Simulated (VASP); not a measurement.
A run of VASP 6.6.1 is set up as follows.

Contents of INCAR:

```
  ALGO = Normal
  EDIFF = 1E-6
  ENCUT = 520
  GGA = CA
  ISIF = 2
  ISMEAR = -1
  LASPH = True
  LCHARG = False
  LREAL = False
  LWAVE = False
  NBANDS = 12
  NELM = 60
  PREC = Accurate
  SIGMA = 0.1
```

KPOINTS

```
k-points
0
Gamma
  15 15 15
```

POSCAR

```
Cd
1.0
   -1.3172926284      1.3172926284      1.3172926284
    1.3172926284     -1.3172926284      1.3172926284
    1.3172926284      1.3172926284     -1.3172926284
Cd
1
Direct
    0.0000000000      0.0000000000      0.0000000000
```

Potentials or basis: VASP PAW LDA potentials, release 64 (Cd).

The run is started by

```bash
$ cat potpaw_LDA.64/Cd/POTCAR > POTCAR
$ mpirun -np 1 vasp_std > vasp.out
```

Task: What does it give for the band gap on the k mesh?

Result: Zero (band 6 reaches 18.02 eV, above the bottom of band 7 at 15.79 eV).

Task: Estimate the pressure.

Result: 495.9 GPa.
